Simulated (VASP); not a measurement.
Write the native input for VASP 6.6.1 that does the following.

```
Task                   : single point
Functional             : PBE
Potentials or basis    : VASP PAW PBE potentials, release 64 (Cs_sv)
Cutoff                 : 520 eV
k mesh                 : 10 × 10 × 10
Occupations            : gaussian, width 0.05 eV
Spin                   : no spin polarisation
Dipole correction      : no
Further INCAR settings : ALGO = Normal; EDIFF = 1e-06; NBANDS = 10
```

The structure of Cs lies in POSCAR:

```
Cs
1.0
   -3.0850249920      3.0850249920      3.0850249920
    3.0850249920     -3.0850249920      3.0850249920
    3.0850249920      3.0850249920     -3.0850249920
Cs
1
Direct
    0.0000000000      0.0000000000      0.0000000000
```

These files were run (other wordings do the same):

INCAR

```
PREC     = Accurate       # precision mode
ENCUT    = 520            # plane-wave cutoff, eV
EDIFF    = 1E-6           # SCF threshold, eV
ISMEAR   = 0              # smearing method
SIGMA    = 0.05           # smearing width, eV
LREAL    = False          # projectors in reciprocal space
LASPH    = True           # aspherical terms in the spheres
NELM     = 80             # most SCF steps
ALGO     = Normal         # electronic algorithm
ISIF     = 2              # what is computed and relaxed
LWAVE    = False          # write WAVECAR
LCHARG   = False          # write CHGCAR
GGA      = PE             # functional
NBANDS   = 10             # bands
```

KPOINTS

```
Automatic mesh
0
Gamma
  10 10 10
```

Potentials or basis: VASP PAW PBE potentials, release 64 (Cs_sv).

Command:

```bash
$ cat potpaw_PBE.64/Cs_sv/POTCAR > POTCAR
$ mpirun -np 1 vasp_std > vasp.out
```

Results of the run:

| Quantity | Value |
| --- | --- |
| Pressure | 0.0 GPa |

Run time: 14 s on 1 thread of Intel(R) Xeon(R) 6975P-C (Granite Rapids), on a shared host, peak memory 0.25 GiB.
